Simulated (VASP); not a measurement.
# TiO2 (P4_2/mnm) in VASP: single point with r2SCAN

Aim: the single point of TiO2 with r2SCAN.

All numbers are computed with VASP 6.6.1; they aren't measurements. Logs are shortened: lines on timing, memory, paths and dates and some standing lists are left out, and cuts for length are marked.

## (1) The cell of the first run

Symmetry: P4_2/mnm, No. 136, tetragonal system. Conventional cell: a = 4.597 Å, b = 4.597 Å, c = 2.954 Å, α = 90.00°, β = 90.00°, γ = 90.00°. Ti (site symmetry mmm) has 6 O at 1.95 to 1.98 Å within 2.6 Å. O (site symmetry m2m) has 3 Ti at 1.95 to 1.98 Å and 1 O at 2.54 Å within 2.6 Å.

## (2) Single point, r2SCAN

Input file POSCAR:

```
TiO2
1.0
   -2.9536497396      3.2503991744      3.2504065208
    2.9536497396     -3.2503991744      3.2504065208
    2.9536497396      3.2503991744     -3.2504065208
Ti O
4 8
Direct
    0.5000006472      0.7500006472      0.7500000000
    0.4999993528      0.2499993528      0.2500000000
    0.0000000000      0.0000000000      0.5000000000
    0.0000000000      0.5000000000      0.0000000000
    0.3046122817      0.3046113051      0.4999990233
    0.1953908888      0.2500020227      0.9453888662
    0.3046122817      0.8046132584      0.0000009767
    0.8046131565      0.2500020227      0.5546111338
    0.1953868435      0.7499979773      0.4453888662
    0.8046091112      0.7499979773      0.0546111338
    0.6953877183      0.1953867416      0.9999990233
    0.6953877183      0.6953886949      0.5000009767
```

Input file INCAR.step1:

```
SYSTEM = TiO2
  PREC = Accurate
  ENCUT = 520
  ISMEAR = 0
  SIGMA = 0.02
  LREAL = .FALSE.
  LASPH = .TRUE.
  NELM = 100
  NBANDS = 60
  GGA = PE
  ALGO = Normal
  EDIFF = 1E-4
  LWAVE = .TRUE.
  LCHARG = .FALSE.
```

Input file INCAR.step2:

```
SYSTEM = TiO2
  PREC = Accurate
  ENCUT = 520
  EDIFF = 1E-6
  ISMEAR = 0
  SIGMA = 0.02
  LREAL = .FALSE.
  LASPH = .TRUE.
  NELM = 100
  ALGO = Normal
  ISIF = 2
  LWAVE = .FALSE.
  LCHARG = .TRUE.
  METAGGA = R2SCAN
  LMIXTAU = .TRUE.
  LELF = .TRUE.
  LVHAR = .TRUE.
  NBANDS = 60
  ISTART = 1
```

Input file KPOINTS:

```
Automatic mesh
0
G
  6 6 6
  0 0 0
```

Potentials or basis: VASP PAW PBE potentials, release 64 (Ti_sv, O).

On the command line:

```
$ cat potpaw_PBE.64/Ti_sv/POTCAR potpaw_PBE.64/O/POTCAR > POTCAR
$ cp INCAR.step1 INCAR
$ mpirun -np 1 vasp_std > vasp.out
$ cp INCAR.step2 INCAR
$ mpirun -np 1 vasp_std > vasp.out
```

OUTCAR:

```text
SYSTEM = TiO2
   PREC = Accurate
   ENCUT = 520
   EDIFF = 1E-6
   ISMEAR = 0
   LREAL = .FALSE.
   LASPH = .TRUE.
   NELM = 100
   ISIF = 2
   METAGGA = R2SCAN
   ISTART = 1

 ion  position               nearest neighbor table
   1  0.500  0.750  0.750-  11 1.95  12 1.95   5 1.95   7 1.95   9 1.98  10 1.98
   2  0.500  0.250  0.250-   7 1.95   5 1.95  12 1.95  11 1.95   8 1.98   6 1.98
   3  0.000  0.000  0.500-   8 1.95   9 1.95   6 1.95  10 1.95   5 1.98  12 1.98
   4  0.000  0.500  0.000-   6 1.95  10 1.95   9 1.95   8 1.95   7 1.98  11 1.98
   5  0.305  0.305  0.500-   2 1.95   1 1.95   3 1.98
   6  0.195  0.250  0.945-   4 1.95   3 1.95   2 1.98
   7  0.305  0.805  0.000-   2 1.95   1 1.95   4 1.98
   8  0.805  0.250  0.555-   4 1.95   3 1.95   2 1.98
   9  0.195  0.750  0.445-   4 1.95   3 1.95   1 1.98
  10  0.805  0.750  0.055-   4 1.95   3 1.95   1 1.98
  11  0.695  0.195  1.000-   1 1.95   2 1.95   4 1.98
  12  0.695  0.695  0.500-   1 1.95   2 1.95   3 1.98

  LATTYP: Found a body centered tetragonal cell.
 ALAT       =     6.5007983488
 C/A-ratio  =     0.9087036949

  Lattice vectors:

 A1 = (  -2.9536497396,   3.2503991744,  -3.2504065208)
 A2 = (  -2.9536497396,  -3.2503991744,   3.2504065208)
 A3 = (   2.9536497396,   3.2503991744,   3.2504065208)

Analysis of symmetry for initial positions (statically):
=====================================================================
 Subroutine PRICEL returns following result:

  LATTYP: Found a simple tetragonal cell.
 ALAT       =     4.5967637903
 C/A-ratio  =     0.6425498186

  Lattice vectors:

 A1 = (   0.0000000000,  -3.2503991744,  -3.2504065208)
 A2 = (   0.0000000000,   3.2503991744,  -3.2504065208)
 A3 = (   2.9536497396,   0.0000000000,   0.0000000000)

   2 primitive cells build up your supercell.

 Routine SETGRP: Setting up the symmetry group for a
 body centered tetragonal supercell.

 Subroutine GETGRP returns: Found 16 space group operations
 (whereof  4 operations were pure point group operations)
 out of a pool of 16 trial point group operations.

The static configuration has the point symmetry C_2h.
 The point group associated with its full space group is D_4h.

Analysis of symmetry for dynamics (positions and initial velocities):
=====================================================================
 Subroutine PRICEL returns following result:

  LATTYP: Found a simple tetragonal cell.
 ALAT       =     4.5967637903
 C/A-ratio  =     0.6425498186

  Lattice vectors:

 A1 = (   0.0000000000,  -3.2503991744,  -3.2504065208)
 A2 = (   0.0000000000,   3.2503991744,  -3.2504065208)
 A3 = (   2.9536497396,   0.0000000000,   0.0000000000)

   2 primitive cells build up your supercell.

 Routine SETGRP: Setting up the symmetry group for a
 body centered tetragonal supercell.

 Subroutine GETGRP returns: Found 16 space group operations
 (whereof  4 operations were pure point group operations)
 out of a pool of 16 trial point group operations.

The dynamic configuration has the point symmetry C_2h.
 The point group associated with its full space group is D_4h.

 Subroutine INISYM returns: Found 16 space group operations
 (whereof  4 operations are pure point group operations),
 and found     2 'primitive' translations

----------------------------------------------------------------------------------------

                                     Primitive cell

  volume of cell :      62.4113

  direct lattice vectors                    reciprocal lattice vectors
     0.000000000 -3.250399174 -3.250406521     0.000000000 -0.153827260 -0.153826913
     0.000000000  3.250399174 -3.250406521     0.000000000  0.153827260 -0.153826913
     2.953649740  0.000000000  0.000000000     0.338564179  0.000000000  0.000000000

  length of vectors
     4.596763790  4.596763790  2.953649740     0.217544352  0.217544352  0.338564179

  position of ions in fractional coordinates (direct lattice)
     0.499999353  0.999999353  1.000000000
     1.000000000  0.500000000  0.500000000
     0.695387718  0.195387718  0.500001953
     0.804613156  0.695390889  1.000000000
     0.195390889  0.304613157  1.000000000
     0.304612282  0.804612282  0.500001953

  ion indices of the primitive-cell ions
   primitive index   ion index
                 1           1
                 2           3
                 3           7
                 4           9
                 5          10
                 6          12

----------------------------------------------------------------------------------------

 KPOINTS: Automatic mesh

Automatic generation of k-mesh.
 Grid dimensions read from file:
 generate k-points for:    6    6    6

 Generating k-lattice:

  Cartesian coordinates                     Fractional coordinates (reciprocal lattice)
     0.000000000  0.025637877  0.025637819     0.166666667 -0.000000000  0.000000000
     0.028213682  0.000000000  0.025637819     0.000000000  0.166666667  0.000000000
     0.028213682  0.025637877  0.000000000     0.000000000 -0.000000000  0.166666667

  Length of vectors
     0.036257392  0.038122298  0.038122337

  Shift w.r.t. Gamma in fractional coordinates (k-lattice)
     0.000000000  0.000000000  0.000000000

 Subroutine IBZKPT returns following result:
 ===========================================

 Found     30 irreducible k-points:

 Following reciprocal coordinates:
            Coordinates               Weight
  0.000000  0.000000  0.000000      1.000000
  0.166667  0.000000 -0.000000      4.000000
  0.333333  0.000000  0.000000      4.000000
  0.500000  0.000000 -0.000000      2.000000
  0.000000  0.166667  0.000000      8.000000
  0.166667  0.166667  0.000000     16.000000
[... 16 lines left out ...]
  0.166667 -0.166667  0.166667      4.000000
  0.333333 -0.166667  0.166667      8.000000
 [... further k-points ...]
   k-points           NKPTS =     30   k-points in BZ     NKDIM =     30   number of bands    NBANDS=     60
   number of dos      NEDOS =    301   number of ions     NIONS =     12
   total plane-waves  NPLWV =  74088
   dimension x,y,z NGX =    42 NGY =   42 NGZ =   42
   dimension x,y,z NGXF=    84 NGYF=   84 NGZF=   84
   ions per type =               4   8
   NGX,Y,Z   is equivalent  to a cutoff of  12.78, 12.78, 12.78 a.u.
   NGXF,Y,Z  is equivalent  to a cutoff of  25.56, 25.56, 25.56 a.u.
 SYSTEM =  TiO2
   PREC   = accura    normal or accurate (medium, high low for compatibility)
   ISTART =      1    job   : 0-new  1-cont  2-samecut
   ICHARG =      0    charge: 1-file 2-atom 10-const
   ISPIN  =      1    spin polarized calculation?
   LNONCOLLINEAR =      F non collinear calculations
   LSORBIT =      F    spin-orbit coupling
   LASPH  =      T    aspherical Exc in radial PAW
   ENCUT  =  520.0 eV  38.22 Ry    6.18 a.u.  10.16 10.16 10.16*2*pi/ulx,y,z
   NELM   =    100;   NELMIN=  2; NELMDL=  0     # of ELM steps
   EDIFF  = 0.1E-05   stopping-criterion for ELM
   LREAL  =      F    real-space projection
   EDIFFG = 0.1E-04   stopping-criterion for IOM
   NSW    =      0    number of steps for IOM
   IBRION =     -1    ionic relax: 0-MD 1-quasi-New 2-CG
   NFREE  =      0    steps in history (QN), initial steepest desc. (CG)
   ISIF   =      2    stress and relaxation
   ISYM   =      2    0-nonsym 1-usesym 2-fastsym
   POTIM  = 0.5000    time-step for ionic-motion
   TEBEG  =    0.0;   TEEND  =   0.0 temperature during run
   PSTRESS=    0.0 pullay stress
   NELECT =      96.0000    total number of electrons
   NUPDOWN=      -1.0000    fix difference up-down
   EMIN   =  10.00;   EMAX   =-10.00  energy-range for DOS
   EFERMI =   0.00;   METHOD = LEGACY
   ISMEAR =     0;   SIGMA  =   0.02  broadening in eV -4-tet -1-fermi 0-gaus
   EFERMI_NEDOS =   21; number of points for ismear=-14 and -15
   IALGO  =     38    algorithm
   IMIX   =      4    mixing-type and parameters
     AMIX     =   0.40;   BMIX     =  1.00
     AMIX_MAG =   1.60;   BMIX_MAG =  1.00
  volume/ion in A,a.u.               =      10.40        70.20
  Fermi-wavevector in a.u.,A,eV,Ry     =   1.499918  2.834434 30.609753  2.249753
  Thomas-Fermi vector in A             =   2.611486
   LORBIT       =      0    0 simple, 1 ext, 2 COOP (PROOUT), +10 PAW based schemes
   METAGGA = R2SCAN    functional components
   LHFCALC =     F    Hartree Fock is set to
   AEXX    =    0.0000 exact exchange contribution
   IVDW    =     0    specifies the selected vdW correction
   LEPSILON=     F    determine dielectric tensor
   LRPA    =     F    only Hartree local field effects (RPA)
 non-spin polarized calculation
 Gauss-broadening in eV      SIGMA  =   0.02
  energy-cutoff  :      520.00
  volume of cell :      124.82
 maximum number of plane-waves:      3382
 NGX is ok and might be reduce to    42
   NGX = 21   NGY = 21   NGZ = 21

 number of electron      95.9999975 magnetization

 Free energy of the ion-electron system (eV)
  ---------------------------------------------------
  ext. energy  EPLUGINS =         0.00000000
  ---------------------------------------------------
  free energy    TOTEN  =      -139.58841473 eV

  energy without entropy =     -139.58841473  energy(sigma->0) =     -139.58841473

 E-fermi :   4.6730     XC(G=0): -12.1569

 val. band max:        4.5442378042   @ k =   0.0000   0.0000   0.0000
 cond. band min:       6.7725447473   @ k =   0.0000   0.0000   0.0000
 fundamental gap:      2.2283069431
 Fermi energy:         4.6729674852

 k-point     1 :       0.0000    0.0000    0.0000
  band No.  band energies     occupation
      1     -54.5985      2.00000
      2     -54.5806      2.00000
      3     -54.5483      2.00000
      4     -54.5477      2.00000
      5     -30.0978      2.00000
      6     -30.0973      2.00000
[... 1501 lines left out ...]
     59       8.9034      0.00000
     60       8.9845      0.00000

 [... further k-points ...]

------------------------ aborting loop because EDIFF is reached ----------------------------------------

  FORCE on cell =-STRESS in cart. coord.  units (eV):
  Direction    XX          YY          ZZ          XY          YZ          ZX
  --------------------------------------------------------------------------------------
  -------------------------------------------------------------------------------------
  Total        1.3461401      0.7823266      0.7823301      0.0000000     -0.0000000     -0.0000000
  in kB       17.2785573     10.0416549     10.0417003      0.0000000     -0.0000000     -0.0000000
  external PRESSURE =      12.4539708 kB  Pullay stress =       0.0000000 kB

 VOLUME and BASIS-vectors are now :
 -----------------------------------------------------------------------------
  energy-cutoff  :      520.00
  volume of cell :      124.82
      direct lattice vectors                 reciprocal lattice vectors
    -2.953649740  3.250399174  3.250406521     0.000000000  0.153827260  0.153826913
     2.953649740 -3.250399174  3.250406521     0.169282090  0.000000000  0.153826913
     2.953649740  3.250399174 -3.250406521     0.169282090  0.153827260  0.000000000

 POSITION                                       TOTAL-FORCE (eV/Angst)
 -----------------------------------------------------------------------------------
      2.95365      1.62520      1.62521        -0.000000      0.000000      0.000000
      0.00000      1.62520      1.62520        -0.000000      0.000000     -0.000000
      1.47682      1.62520     -1.62520        -0.000000      0.000000      0.000000
      1.47682     -1.62520      1.62520        -0.000000      0.000000      0.000000
      1.47682      1.62520      0.35502        -0.000000      0.000000     -0.028882
      2.95365      2.89538     -1.62519         0.000000      0.028882     -0.000000
      1.47683     -1.62520      3.60543        -0.000000      0.000000     -0.028882
      0.00000      3.60542      1.62522        -0.000000     -0.028882      0.000000
      2.95365     -0.35502      1.62519         0.000000      0.028882     -0.000000
     -0.00000      0.35502      4.87560        -0.000000     -0.028882      0.000000
      1.47682      4.87560     -0.35502         0.000000      0.000000      0.028882
      1.47683      1.62520      2.89538         0.000000      0.000000      0.028882
 -----------------------------------------------------------------------------------
    total drift:                                0.001157     -0.007067      0.030163

  FREE ENERGIE OF THE ION-ELECTRON SYSTEM (eV)
  ---------------------------------------------------
  free  energy   TOTEN  =      -139.5884147310 eV

  energy  without entropy=     -139.5884147310  energy(sigma->0) =     -139.58841473
```

Run time: 12 min. Hardware: 1 thread of Intel Xeon 6975P-C (Granite Rapids), shared host; peak memory 0.37 GiB.

What came out:

```yaml
Free_energy: -139.5884 eV
Pressure: 1.2 GPa
Largest_force: 0.029 eV/Å
Band_gap_on_the_k_mesh: 2.23 eV
```

Forces in eV/Å, atoms in the order of the input:
```
Ti   0.000  0.000  0.000
Ti   0.000  0.000  0.000
Ti   0.000  0.000  0.000
Ti   0.000  0.000  0.000
O    0.000  0.000 -0.029
O    0.000  0.029  0.000
O    0.000  0.000 -0.029
O    0.000 -0.029  0.000
O    0.000  0.029  0.000
O    0.000 -0.029  0.000
O    0.000  0.000  0.029
O    0.000  0.000  0.029
```

Caveat: the PAW data sets were made with another functional, which shifts forces and pressure a little. A k mesh can miss the band edges.
